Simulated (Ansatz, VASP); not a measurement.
**Pt: VASP beside Ansatz**

The input INCAR:

```
SYSTEM = Pt
PREC = Accurate ; ENCUT = 520
EDIFF = 1E-6 ; ISMEAR = 0
SIGMA = 0.15 ; LREAL = .False.
LASPH = .True. ; NELM = 80
ALGO = Fast ; ISIF = 2
LWAVE = .False. ; LCHARG = .False.
NBANDS = 11
```

Contents of KPOINTS:

```
Automatic mesh
0
Gamma
  22 22 22
  0 0 0
```

File POSCAR:

```
Pt
1.0
    0.0000000000      1.9445702184      2.0684393413
    1.9445702184      0.0000000000      2.0684393413
    1.9445702184      1.9445702184      0.0000000000
Pt
1
Direct
    0.0000000000      0.0000000000      0.0000000000
```

Input for Ansatz:

```yaml
crystal:
  lattice:
    - [0.0, 1.9445702184, 2.0684393413]
    - [1.9445702184, 0.0, 2.0684393413]
    - [1.9445702184, 1.9445702184, 0.0]
  atoms:
    - { symbol: Pt, position: [0.0, 0.0, 0.0] }
basis:
  ecutwfc: 420
kpoints:
  mp_grid: { grid: [22, 22, 22] }
hamiltonian:
  xc: lda
scf:
  occupations: { method: gaussian, width: 0.15 }
output:
  forces: true
  stress: true
  eigenvalues: true
```

Alike in both runs: task single point; functional LDA; k mesh 22 × 22 × 22; occupations gaussian, width 0.15 eV; no spin polarisation.

|  | VASP | Ansatz |
| --- | --- | --- |
| version | VASP 6.6.1 | Ansatz 0.2.0 |
| potentials or method | VASP PAW LDA potentials, release 64 (Pt), cutoff 520 eV | scalar-relativistic, plane waves, PAW |
| valence electrons in the cell | 10 | 18 |

|  | VASP | Ansatz | Ansatz less VASP |
| --- | --- | --- | --- |
| gap on the k mesh at the Fermi level (eV) | none | none | - |
| pressure (GPa) | -14.2 | -14.8 | -0.58 |
| traceless stress, the component that is largest in VASP (GPa) | -4.30 | -4.29 | +0.010 |

LDA's correlation is that of Perdew and Zunger in VASP and of Perdew and Wang (1992) in Ansatz. A gap of «none» marks a metal or a gap that the smearing closes. VASP's potentials hold 10 valence electrons a cell and Ansatz's 18, so a difference there can come from the potentials and not from the codes.

Spin-orbit coupling is off throughout.
